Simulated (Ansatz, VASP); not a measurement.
**One calculation of CdS, two programs**

```
Cd S
1.0
    -0.02410    2.93921    2.93921
     2.93921   -0.02410    2.93921
     2.91511    2.91511    0.00000
Cd S
1 1
Direct
  0.99818 0.99818 0.00182
  0.25182 0.25182 0.24818
```

Change from the starting cell: shear_xy strain -1.6%.

Alike in both runs: task single point; functional r2SCAN; k mesh 8 × 8 × 8; no spin polarisation.

|  | VASP | Ansatz |
| --- | --- | --- |
| version | VASP 6.6.1 | Ansatz 0.2.0 |
| potentials or method | VASP PAW PBE potentials, release 64 (Cd, S) | plane waves, PAW |
| plane-wave cutoff (eV) | 520 | 500 |
| occupations | gaussian, width 0.01 eV | fixed |
| valence electrons in the cell | 18 | 26 |

|  | VASP | Ansatz | Ansatz less VASP |
| --- | --- | --- | --- |
| gap on the k mesh at the Fermi level (eV) | 1.50 | 1.51 | +0.005 |
| pressure (GPa) | 0.3 | 0.0 | -0.31 |
| traceless stress, the component that is largest in VASP (GPa) | 0.43 | 0.43 | -0.003 |

VASP's potentials were made for PBE, not for r2SCAN. VASP's potentials hold 18 valence electrons a cell and Ansatz's 26, so a difference there can come from the potentials and not from the codes.
